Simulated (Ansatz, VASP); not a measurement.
## GaSbTeSe2 in VASP and in Ansatz

```xyz
10
Lattice="5.1802 0.0000 0.0000 -2.5901 4.4862 0.0000 0.0000 0.0000 11.2619" Properties=species:S:1:pos:R:3 pbc="T T T"
Ga    0.0000    2.9908    8.4464
Ga    2.5901    1.4954    2.8155
Sb    2.5901    1.4954    8.4464
Sb    0.0000    2.9908    2.8155
Te    0.0000    0.0000    5.6309
Te    0.0000    0.0000    0.0000
Se    2.5901    1.4954    5.5943
Se    0.0000    2.9908    5.6676
Se    2.5901    1.4954    0.0366
Se    0.0000    2.9908   11.2252
```

Change from the starting cell: species swapped into the PrNiSnH2 type (P6_3/mmc, No. 194).

Alike in both runs: functional PBE; k mesh 12 × 12 × 4; occupations gaussian, width 0.1 eV; no spin polarisation.

Ansatz relaxed the structure, and its values are those at the end. VASP's run is a single point on that final structure, the one shown.

```csv
,VASP,Ansatz
version,VASP 6.6.1,Ansatz 0.2.0
potentials or method,"VASP PAW PBE potentials, release 64 (Ga_d, Sb, Te, Se), cutoff 520 eV","scalar-relativistic, plane waves, PAW"
valence electrons in the cell,72,152
```

```csv
,VASP,Ansatz,Ansatz less VASP
gap on the k mesh at the Fermi level (eV),none,none,-
pressure (GPa),0.0,0.0,+0.01
```

A gap of «none» marks a metal or a gap that the smearing closes. VASP's potentials hold 72 valence electrons a cell and Ansatz's 152, so a difference there can come from the potentials and not from the codes.

Neither program's run includes spin-orbit coupling.
